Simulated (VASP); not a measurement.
# BaTiO3 (Pm) in VASP: single point with r2SCAN

Aim: the single point of BaTiO3 with r2SCAN.

Program: VASP 6.6.1. These are calculated values, not measurements. Logs are shortened: lines on timing, memory, paths and dates and some standing lists are left out, and cuts for length are marked.

## 1. The cell of the first run

It takes space group Pm (No. 6, monoclinic). Conventional cell: a = 4.053 Å, b = 3.963 Å, c = 16.660 Å, α = 90.00°, β = 90.24°, γ = 90.00°. Within 3.7 Å of Ba (site symmetry m) lie 8 O at 2.80 to 2.98 Å and 4 Ti at 3.42 to 3.48 Å. Ba (site symmetry m) has 12 O at 2.77 to 2.98 Å and 8 Ti at 3.42 to 3.57 Å within 3.7 Å. Within 3.7 Å of Ba (site symmetry m) lie 12 O at 2.77 to 2.98 Å and 8 Ti at 3.42 to 3.57 Å. Within 2.5 Å of Ti (site symmetry m) lie 5 O at 1.85 to 2.21 Å. Ti (site symmetry m) has 6 O at 1.85 to 2.21 Å within 2.5 Å. Ti (site symmetry m) has 6 O at 1.85 to 2.21 Å within 2.5 Å. Within 2.6 Å of O (site symmetry m) lie 2 Ti at 1.99 Å. Within 2.6 Å of O (site symmetry m) lie 2 Ti at 1.99 Å.

## 2. Single point, r2SCAN (the distance across one plane changed)

POSCAR reads:

```
BaTiO3
1.0
    0.0000000000      2.8579801945     -2.8741509136
   -3.9633322398      0.0000000000      0.0000000000
    0.0000000000     11.7648849780     11.7954440536
Ba Ti O
3 3 9
Direct
    0.9875303787      0.0000000000      0.6712419260
    0.9905784086      0.0000000000      0.1846522476
    0.9890543936      0.0000000000      0.4279470868
    0.4757609186      0.5000000000      0.0667894714
    0.4742369037      0.5000000000      0.3100843107
    0.4727128887      0.5000000000      0.5533791499
    0.5094360017      1.0000000000      0.0586089647
    0.5079119867      1.0000000000      0.3019038040
    0.5063879717      1.0000000000      0.5451986432
    0.0196198178      0.5000000000      0.0595172517
    0.0180958028      0.5000000000      0.3028120910
    0.0165717878      0.5000000000      0.5461069302
    0.5049562462      0.5000000000      0.1777773302
    0.5034322313      0.5000000000      0.4210721694
    0.5019082163      0.5000000000      0.6643670086
```

INCAR.step1 reads:

```
PREC     = Accurate       # precision mode
ENCUT    = 520            # plane-wave cutoff, eV
ISMEAR   = 0              # smearing method
SIGMA    = 0.05           # smearing width, eV
LREAL    = Auto         
LASPH    = T              # aspherical terms in the spheres
NELM     = 80             # most SCF steps
NBANDS   = 73             # bands
GGA      = PE             # functional
ALGO     = Normal         # electronic algorithm
EDIFF    = 1E-4           # SCF threshold, eV
LWAVE    = T              # write WAVECAR
LCHARG   = F              # write CHGCAR
```

INCAR.step2 reads:

```
PREC     = Accurate       # precision mode
ENCUT    = 520            # plane-wave cutoff, eV
EDIFF    = 1E-6           # SCF threshold, eV
ISMEAR   = 0              # smearing method
SIGMA    = 0.05           # smearing width, eV
LREAL    = Auto         
LASPH    = T              # aspherical terms in the spheres
NELM     = 80             # most SCF steps
ALGO     = Normal         # electronic algorithm
ISIF     = 2              # what is computed and relaxed
LWAVE    = F              # write WAVECAR
LCHARG   = F              # write CHGCAR
METAGGA  = R2SCAN         # meta-GGA
LMIXTAU  = T            
NBANDS   = 73             # bands
ISTART   = 1
```

KPOINTS reads:

```
regular mesh
0
Gamma
  6 6 2
```

Potentials or basis: VASP PAW PBE potentials, release 64 (Ba_sv, Ti_sv, O).

Command:

```sh
cat potpaw_PBE.64/Ba_sv/POTCAR potpaw_PBE.64/Ti_sv/POTCAR potpaw_PBE.64/O/POTCAR > POTCAR
cp INCAR.step1 INCAR
mpirun -np 1 vasp_std > vasp.out
cp INCAR.step2 INCAR
mpirun -np 1 vasp_std > vasp.out
```

OUTCAR:

```text
PREC = Accurate
   ENCUT = 520
   EDIFF = 1E-6
   ISMEAR = 0
   LREAL = Auto
   LASPH = T
   NELM = 80
   ISIF = 2
   METAGGA = R2SCAN
   ISTART = 1

 ion  position               nearest neighbor table
   1  0.988  0.000  0.671-  15 2.80  15 2.80   9 2.86  12 2.88  12 2.88  15 2.88  15 2.88   9 2.98
                             6 3.42   6 3.42   6 3.48   6 3.48   3 4.05
   2  0.991  0.000  0.185-   8 2.77  11 2.80  11 2.80  13 2.80  13 2.80   8 2.86   7 2.86  13 2.88
                            13 2.88  10 2.88  10 2.88   7 2.98   4 3.42   4 3.42   5 3.48   5 3.48
   3  0.989  0.000  0.428-   9 2.77  14 2.80  14 2.80  12 2.80  12 2.80   8 2.86   9 2.86  11 2.88
                            11 2.88  14 2.88  14 2.88   8 2.98   5 3.42   5 3.42   5 3.48   5 3.48
   4  0.476  0.500  0.067-  10 1.85  13 1.85   7 1.99   7 1.99  10 2.21   2 3.42   2 3.42   2 3.48
                             2 3.48
   5  0.474  0.500  0.310-  14 1.85  11 1.85   8 1.99   8 1.99  11 2.21  13 2.21   3 3.42   3 3.42
                             3 3.48   3 3.48   2 3.48   2 3.48   2 3.57   2 3.57
   6  0.473  0.500  0.553-  15 1.85  12 1.85   9 1.99   9 1.99  12 2.21  14 2.21   1 3.42   1 3.42
                             1 3.48   1 3.48   3 3.48   3 3.48   3 3.57   3 3.57
   7  0.509  0.000  0.059-   4 1.99   4 1.99   2 2.86   2 2.98
   8  0.508  0.000  0.302-   5 1.99   5 1.99   2 2.77   3 2.86   2 2.86   3 2.98
   9  0.506  0.000  0.545-   6 1.99   6 1.99   3 2.77   1 2.86   3 2.86   1 2.98
  10  0.020  0.500  0.060-   4 1.85   4 2.21   2 2.88   2 2.88
  11  0.018  0.500  0.303-   5 1.85   5 2.21   2 2.80   2 2.80   3 2.88   3 2.88
  12  0.017  0.500  0.546-   6 1.85   6 2.21   3 2.80   3 2.80   1 2.88   1 2.88
  13  0.505  0.500  0.178-   4 1.85   5 2.21   2 2.80   2 2.80   2 2.88   2 2.88
  14  0.503  0.500  0.421-   5 1.85   6 2.21   3 2.80   3 2.80   3 2.88   3 2.88
  15  0.502  0.500  0.664-   6 1.85   1 2.80   1 2.80   1 2.88   1 2.88

  LATTYP: Found a simple monoclinic cell.
 ALAT       =     4.0532449058
 B/A-ratio  =     0.9778171149
 C/A-ratio  =     4.1102086911
 COS(beta)  =    -0.0041181024

  Lattice vectors:

 A1 = (   0.0000000000,   2.8579801945,  -2.8741509136)
 A2 = (  -3.9633322398,   0.0000000000,   0.0000000000)
 A3 = (   0.0000000000,  11.7648849780,  11.7954440536)

Analysis of symmetry for initial positions (statically):
=====================================================================
 Subroutine PRICEL returns:
 Original cell was already a primitive cell.

 Routine SETGRP: Setting up the symmetry group for a
 simple monoclinic supercell.

 Subroutine GETGRP returns: Found  2 space group operations
 (whereof  2 operations were pure point group operations)
 out of a pool of  4 trial point group operations.

The static configuration has the point symmetry C_1h.

Analysis of symmetry for dynamics (positions and initial velocities):
=====================================================================
 Subroutine PRICEL returns:
 Original cell was already a primitive cell.

 Routine SETGRP: Setting up the symmetry group for a
 simple monoclinic supercell.

 Subroutine GETGRP returns: Found  2 space group operations
 (whereof  2 operations were pure point group operations)
 out of a pool of  4 trial point group operations.

The dynamic configuration has the point symmetry C_1h.

 Subroutine INISYM returns: Found  2 space group operations
 (whereof  2 operations are pure point group operations),
 and found     1 'primitive' translations

----------------------------------------------------------------------------------------

                                     Primitive cell

  volume of cell :     267.6248

  direct lattice vectors                    reciprocal lattice vectors
     0.000000000  2.857980195 -2.874150914     0.000000000  0.174682104 -0.174229546
    -3.963332240  0.000000000  0.000000000    -0.252312938  0.000000000  0.000000000
     0.000000000 11.764884978 11.795444054     0.000000000  0.042564123  0.042324646

  length of vectors
     4.053244906  3.963332240 16.659682439     0.246718001  0.252312938  0.060025663

  position of ions in fractional coordinates (direct lattice)
     0.987530379  0.000000000  0.671241926
     0.990578409  0.000000000  0.184652248
     0.989054394  0.000000000  0.427947087
     0.475760919  0.500000000  0.066789471
     0.474236904  0.500000000  0.310084311
     0.472712889  0.500000000  0.553379150
     0.509436002  0.000000000  0.058608965
     0.507911987  0.000000000  0.301903804
     0.506387972  0.000000000  0.545198643
     0.019619818  0.500000000  0.059517252
[... 25 lines left out ...]

 KPOINTS: regular mesh

Automatic generation of k-mesh.
 Grid dimensions read from file:
 generate k-points for:    6    6    2

 Generating k-lattice:

  Cartesian coordinates                     Fractional coordinates (reciprocal lattice)
     0.000000000  0.029113684 -0.029038258     0.166666667  0.000000000 -0.000000000
    -0.042052156  0.000000000  0.000000000     0.000000000  0.166666667  0.000000000
     0.000000000  0.021282061  0.021162323     0.000000000  0.000000000  0.500000000

  Length of vectors
     0.041119667  0.042052156  0.030012831

  Shift w.r.t. Gamma in fractional coordinates (k-lattice)
     0.000000000  0.000000000  0.000000000

 Subroutine IBZKPT returns following result:
 ===========================================

 Found     32 irreducible k-points:

 Following reciprocal coordinates:
            Coordinates               Weight
  0.000000  0.000000  0.000000      1.000000
  0.166667  0.000000  0.000000      2.000000
  0.333333  0.000000  0.000000      2.000000
  0.500000  0.000000  0.000000      1.000000
  0.000000  0.166667  0.000000      2.000000
  0.166667  0.166667  0.000000      4.000000
[... 16 lines left out ...]
  0.333333  0.166667  0.500000      4.000000
  0.500000  0.166667  0.500000      2.000000
 [... further k-points ...]
   k-points           NKPTS =     32   k-points in BZ     NKDIM =     32   number of bands    NBANDS=     73
   number of dos      NEDOS =    301   number of ions     NIONS =     15
   total plane-waves  NPLWV = 113400
   dimension x,y,z NGX =    30 NGY =   30 NGZ =  126
   dimension x,y,z NGXF=    60 NGYF=   60 NGZF=  252
   ions per type =               3   3   9
   NGX,Y,Z   is equivalent  to a cutoff of  12.30, 12.58, 12.57 a.u.
   NGXF,Y,Z  is equivalent  to a cutoff of  24.61, 25.17, 25.15 a.u.
 SYSTEM =  unknown system
   PREC   = accura    normal or accurate (medium, high low for compatibility)
   ISTART =      1    job   : 0-new  1-cont  2-samecut
   ICHARG =      0    charge: 1-file 2-atom 10-const
   ISPIN  =      1    spin polarized calculation?
   LNONCOLLINEAR =      F non collinear calculations
   LSORBIT =      F    spin-orbit coupling
   LASPH  =      T    aspherical Exc in radial PAW
   ENCUT  =  520.0 eV  38.22 Ry    6.18 a.u.   7.54  7.37 30.98*2*pi/ulx,y,z
   NELM   =     80;   NELMIN=  2; NELMDL=  0     # of ELM steps
   EDIFF  = 0.1E-05   stopping-criterion for ELM
   LREAL  =      T    real-space projection
   EDIFFG = 0.1E-04   stopping-criterion for IOM
   NSW    =      0    number of steps for IOM
   IBRION =     -1    ionic relax: 0-MD 1-quasi-New 2-CG
   NFREE  =      0    steps in history (QN), initial steepest desc. (CG)
   ISIF   =      2    stress and relaxation
   ISYM   =      2    0-nonsym 1-usesym 2-fastsym
   POTIM  = 0.5000    time-step for ionic-motion
   TEBEG  =    0.0;   TEEND  =   0.0 temperature during run
   PSTRESS=    0.0 pullay stress
   NELECT =     120.0000    total number of electrons
   NUPDOWN=      -1.0000    fix difference up-down
   EMIN   =  10.00;   EMAX   =-10.00  energy-range for DOS
   EFERMI =   0.00;   METHOD = LEGACY
   ISMEAR =     0;   SIGMA  =   0.05  broadening in eV -4-tet -1-fermi 0-gaus
   EFERMI_NEDOS =   21; number of points for ismear=-14 and -15
   IALGO  =     38    algorithm
   IMIX   =      4    mixing-type and parameters
     AMIX     =   0.40;   BMIX     =  1.00
     AMIX_MAG =   1.60;   BMIX_MAG =  1.00
  volume/ion in A,a.u.               =      17.84       120.40
  Fermi-wavevector in a.u.,A,eV,Ry     =   1.253025  2.367874 21.362127  1.570072
  Thomas-Fermi vector in A             =   2.386898
   LORBIT       =      0    0 simple, 1 ext, 2 COOP (PROOUT), +10 PAW based schemes
   METAGGA = R2SCAN    functional components
   LHFCALC =     F    Hartree Fock is set to
   AEXX    =    0.0000 exact exchange contribution
   IVDW    =     0    specifies the selected vdW correction
   LEPSILON=     F    determine dielectric tensor
   LRPA    =     F    only Hartree local field effects (RPA)
 non-spin polarized calculation
 Gauss-broadening in eV      SIGMA  =   0.05
  energy-cutoff  :      520.00
  volume of cell :      267.62
 maximum number of plane-waves:      7276
   NGX = 15   NGY = 15   NGZ = 61

 number of electron     119.9999968 magnetization

 Free energy of the ion-electron system (eV)
  ---------------------------------------------------
  ext. energy  EPLUGINS =         0.00000000
  ---------------------------------------------------
  free energy    TOTEN  =      -220.35780892 eV

  energy without entropy =     -220.35708197  energy(sigma->0) =     -220.35744544

 E-fermi :   3.2388     XC(G=0):  -9.3058

 val. band max:        3.1949574695   @ k =  -0.0000   0.0000   0.5000
 cond. band min:       3.2826029614   @ k =   0.5000   0.5000   0.5000
 fundamental gap:      0.0876454919
 Fermi energy:         3.2387798653

 k-point     1 :       0.0000    0.0000    0.0000
  band No.  band energies     occupation
      1     -58.0830      2.00000
      2     -57.1577      2.00000
      3     -56.0332      2.00000
      4     -33.3331      2.00000
      5     -33.3189      2.00000
      6     -33.2473      2.00000
[... 1789 lines left out ...]
     71       6.8364      0.00000
     72       6.8781      0.00000

 [... further k-points ...]

 [bands above 72 left out]

------------------------ aborting loop because EDIFF is reached ----------------------------------------

  FORCE on cell =-STRESS in cart. coord.  units (eV):
  Direction    XX          YY          ZZ          XY          YZ          ZX
  --------------------------------------------------------------------------------------
  -------------------------------------------------------------------------------------
  Total       -3.5454869     -1.9115596     -1.8856434      0.0000000      1.3770943      0.0000000
  in kB      -21.2256064    -11.4438477    -11.2886964      0.0000000      8.2441885      0.0000000
  external PRESSURE =     -14.6527168 kB  Pullay stress =       0.0000000 kB

 VOLUME and BASIS-vectors are now :
 -----------------------------------------------------------------------------
  energy-cutoff  :      520.00
  volume of cell :      267.62
      direct lattice vectors                 reciprocal lattice vectors
     0.000000000  2.857980195 -2.874150914     0.000000000  0.174682104 -0.174229546
    -3.963332240  0.000000000  0.000000000    -0.252312938  0.000000000  0.000000000
     0.000000000 11.764884978 11.795444054     0.000000000  0.042564123  0.042324646

 POSITION                                       TOTAL-FORCE (eV/Angst)
 -----------------------------------------------------------------------------------
      0.00000     10.71943      5.07929         0.000000     -0.452261     -0.388267
      0.00000      5.00347     -0.66902         0.000000     -0.944155     -0.976976
      0.00000      7.86145      2.20513         0.000000     -0.598632     -0.617735
     -1.98167      2.14549     -0.57960         0.000000      0.289038      0.776972
     -1.98167      5.00347      2.29455         0.000000     -1.137639     -1.142748
     -1.98167      7.86145      5.16870         0.000000     -0.533799     -1.193055
      0.00000      2.14549     -0.77288         0.000000     -0.142451     -0.254794
      0.00000      5.00347      2.10127         0.000000      0.398935      0.425728
      0.00000      7.86145      4.97542         0.000000      0.488892      0.593630
     -1.98167      0.75629      0.64564         0.000000      0.118220     -0.355365
     -1.98167      3.61427      3.51979         0.000000      0.377920      0.435735
     -1.98167      6.47225      6.39394         0.000000      0.269339      0.843698
     -1.98167      3.53468      0.64564         0.000000      0.499810      0.608092
     -1.98167      6.39266      3.51979         0.000000      0.915309      0.883186
     -1.98167      9.25065      6.39394         0.000000      0.451474      0.361897
 -----------------------------------------------------------------------------------
    total drift:                               -0.000000      0.014016      0.001847

  FREE ENERGIE OF THE ION-ELECTRON SYSTEM (eV)
  ---------------------------------------------------
  free  energy   TOTEN  =      -220.3578089195 eV

  energy  without entropy=     -220.3570819688  energy(sigma->0) =     -220.35744544
```

Run time: 1.6 h. Hardware: 1 thread of Oxide Virtual Turin-like, shared host; peak memory 0.58 GiB.

Results:

```
Free energy            : -220.3578 eV
Pressure               : -1.5 GPa
Largest force          : 1.612 eV/Å
Band gap on the k mesh : zero (bands 60 and 61 overlap by 0.09 eV)
```

Forces on the atoms (eV/Å):
```
Ba   0.000 -0.452 -0.388
Ba   0.000 -0.944 -0.977
Ba   0.000 -0.599 -0.618
Ti   0.000  0.289  0.777
Ti   0.000 -1.138 -1.143
Ti   0.000 -0.534 -1.193
O    0.000 -0.142 -0.255
O    0.000  0.399  0.426
O    0.000  0.489  0.594
O    0.000  0.118 -0.355
O    0.000  0.378  0.436
O    0.000  0.269  0.844
O    0.000  0.500  0.608
O    0.000  0.915  0.883
O    0.000  0.451  0.362
```

Caveat: the cell differs from its parent crystal (the distance across one plane changed); the PAW data sets were made with another functional, which shifts forces and pressure a little; spin-orbit coupling is left out, which moves the levels of the heavy elements.

The gap in the log of VASP goes by the Fermi energy; the results here count the filled bands.